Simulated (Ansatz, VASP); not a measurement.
**Ga in VASP and in Ansatz**

File INCAR:

```
SYSTEM = Ga
PREC     = Accurate       ! precision mode
ENCUT    = 520            ! plane-wave cutoff, eV
EDIFF    = 1E-7           ! SCF threshold, eV
ISMEAR   = -1             ! smearing method
SIGMA    = 0.1            ! smearing width, eV
LREAL    = .FALSE.        ! projectors in reciprocal space
LASPH    = .TRUE.         ! aspherical terms in the spheres
NELM     = 100            ! most SCF steps
ALGO     = Normal         ! electronic algorithm
ISIF     = 2              ! what is computed and relaxed
LWAVE    = .FALSE.        ! write WAVECAR
LCHARG   = .TRUE.         ! write CHGCAR
GGA      = RP             ! functional
LELF     = .TRUE.         ! ELF
LVHAR    = .TRUE.       
NBANDS   = 34             ! bands
```

Contents of KPOINTS:

```
regular mesh
0
G
  10 10 9
  0 0 0
```

File POSCAR:

```
Ga
1.0
    2.3452650265     -3.9234499101      0.0000000000
    2.3452650265      3.9234499101      0.0000000000
    0.0000000000      0.0000000000      4.6011853829
Ga
4
Direct
    0.8438269408      0.1561730592      0.0823280072
    0.6561730592      0.3438269408      0.5823280072
    0.1561730592      0.8438269408      0.9176719928
    0.3438269408      0.6561730592      0.4176719928
```

Input for Ansatz:

```yaml
crystal:
  lattice:
    - [2.3452650265, -3.9234499101, 0.0]
    - [2.3452650265, 3.9234499101, 0.0]
    - [0.0, 0.0, 4.6011853829]
  atoms:
    - { symbol: Ga, position: [0.8438269408, 0.1561730592, 0.0823280072] }
    - { symbol: Ga, position: [0.6561730592, 0.3438269408, 0.5823280072] }
    - { symbol: Ga, position: [0.1561730592, 0.8438269408, 0.9176719928] }
    - { symbol: Ga, position: [0.3438269408, 0.6561730592, 0.4176719928] }
hamiltonian:
  xc: rpbe
  pseudopotentials:
    kind: paw
    azcp:
      Ga: "pseudopotentials/Ga.paw.azcp"
basis:
  ecutwfc: 420
  fft_grid_basis: typed
kpoints:
  mp_grid: { grid: [10, 10, 9], shift: [0, 0, 0] }
magnetization:
  spin_polarized: false
scf:
  occupations: { method: fermi_dirac, width: 0.1 }
output:
  stress: true
```

Alike in both runs: task single point; functional RPBE; k mesh 10 × 10 × 9; occupations fermi-dirac, width 0.1 eV; no spin polarisation.

```csv
,VASP,Ansatz
version,VASP 6.6.1,Ansatz 0.2.0
potentials or method,"VASP PAW PBE potentials, release 64 (Ga_d), cutoff 520 eV","plane waves (420 eV) with PAW, scalar-relativistic"
valence electrons in the cell,52,52
```

|  | VASP | Ansatz | Ansatz less VASP |
| --- | --- | --- | --- |
| pressure (GPa) | 0.1 | 0.0 | -0.14 |
| traceless stress, the component that is largest in VASP (GPa) | 0.24 | 0.24 | +0.002 |

VASP's potentials were made for PBE, not for RPBE.
